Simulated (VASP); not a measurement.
Set up this calculation in VASP 6.6.1, as the native input.

```yaml
Task: single point
Functional: PBE
Potentials_or_basis: VASP PAW PBE potentials, release 64 (N, P, Ga_d)
Cutoff: 520 eV
k_mesh: 8 × 4 × 4
Occupations: fermi-dirac, width 0.02 eV
Spin: no spin polarisation
Dipole_correction: no
Further_INCAR_settings: ALGO = Normal; EDIFF = 1e-06; NBANDS = 46
```

The structure of Ga4P3N lies in POSCAR:

```
Ga4P3N
1.0
    3.6970692547      0.0000000000      0.0000000000
    0.0000000000      3.7040126491      5.2167702119
    0.0000000000     -3.7040126491      5.2167702119
N P Ga
1 3 4
Direct
    0.0000000000      0.0019211423      0.0019211423
    0.5000000000     -0.0009285408      0.4993724596
    0.5000000000      0.4993724596     -0.0009285408
    0.0000000000      0.5025322350      0.5025322350
    0.5000000000      0.8946953284      0.8946953284
    0.0000000000      0.8897094532      0.3379337010
    0.0000000000      0.3379337010      0.8897094532
    0.5000000000      0.3747642211      0.3747642211
```

The input as run:

INCAR

```
  ALGO = Normal
  EDIFF = 1E-6
  ENCUT = 520
  GGA = PE
  ISIF = 2
  ISMEAR = -1
  LASPH = True
  LCHARG = False
  LREAL = False
  LWAVE = False
  NBANDS = 46
  NELM = 60
  PREC = Accurate
  SIGMA = 0.02
```

KPOINTS

```
k-points
0
Gamma
  8 4 4
```

Potentials or basis: VASP PAW PBE potentials, release 64 (N, P, Ga_d).

The run is started by

```bash
$ cat potpaw_PBE.64/N/POTCAR potpaw_PBE.64/P/POTCAR potpaw_PBE.64/Ga_d/POTCAR > POTCAR
$ mpirun -np 1 vasp_std > vasp.out
```

It gave:

The pressure is 3.0 GPa. The largest force is 0.079 eV/Å. The band gap on the k mesh is 0.06 eV.

Caveat: semilocal functionals underestimate gaps, and a narrow one can read as zero.

Wall time 100 s on 1 thread of Intel(R) Xeon(R) 6975P-C (Granite Rapids) (shared host), peak memory 0.34 GiB.
